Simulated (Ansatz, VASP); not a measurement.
# Two plane-wave programs on Pt

File INCAR:

```
ALGO = Fast
EDIFF = 1E-6
ENCUT = 520
GGA = PE
ISIF = 2
ISMEAR = 0
LASPH = T
LCHARG = T
LELF = T
LREAL = F
LVHAR = T
LWAVE = F
NBANDS = 11
NELM = 100
PREC = Accurate
SIGMA = 0.15
```

The input KPOINTS:

```
k-points
0
Gamma
  26 26 26
```

File POSCAR:

```
Pt
1.0
    0.0000000000      1.9850550539      1.9850550539
    1.9949803292      0.0000000000      1.9850550539
    1.9949803292      1.9850550539      0.0000000000
Pt
1
Direct
    0.0000000000      0.0000000000      0.0000000000
```

Input for Ansatz:

```yaml
crystal:
  lattice:
    - [0.0, 1.9850550539, 1.9850550539]
    - [1.9949803292, 0.0, 1.9850550539]
    - [1.9949803292, 1.9850550539, 0.0]
  atoms:
    - { symbol: Pt, position: [0.0, 0.0, 0.0] }
basis:
  ecutwfc: 420
kpoints:
  mp_grid: { grid: [26, 26, 26] }
hamiltonian:
  xc: pbe
scf:
  occupations: { method: gaussian, width: 0.15 }
output:
  forces: true
  stress: true
  eigenvalues: true
```

Change from the starting cell: strain +0.0050 x Voigt [1, 0, 0, 0, 0, 0], atoms carried along.

Alike in both runs: task single point; functional PBE; k mesh 26 × 26 × 26; occupations gaussian, width 0.15 eV; no spin polarisation.

|  | VASP | Ansatz |
| --- | --- | --- |
| version | VASP 6.6.1 | Ansatz 0.2.0 |
| potentials or method | VASP PAW PBE potentials, release 64 (Pt), cutoff 520 eV | scalar-relativistic, plane waves, PAW |
| valence electrons in the cell | 10 | 18 |

```csv
,VASP,Ansatz,Ansatz less VASP
gap on the k mesh at the Fermi level (eV),none,none,-
pressure (GPa),-1.6,-1.1,+0.49
"traceless stress, the component that is largest in VASP (GPa)",-0.30,-0.30,-0.003
```

A gap of «none» marks a metal or a gap that the smearing closes. With one functional, cell and mesh, what is left measures potentials, basis and numerics. VASP's potentials hold 10 valence electrons a cell and Ansatz's 18, so a difference there can come from the potentials and not from the codes.

Neither program's run includes spin-orbit coupling.
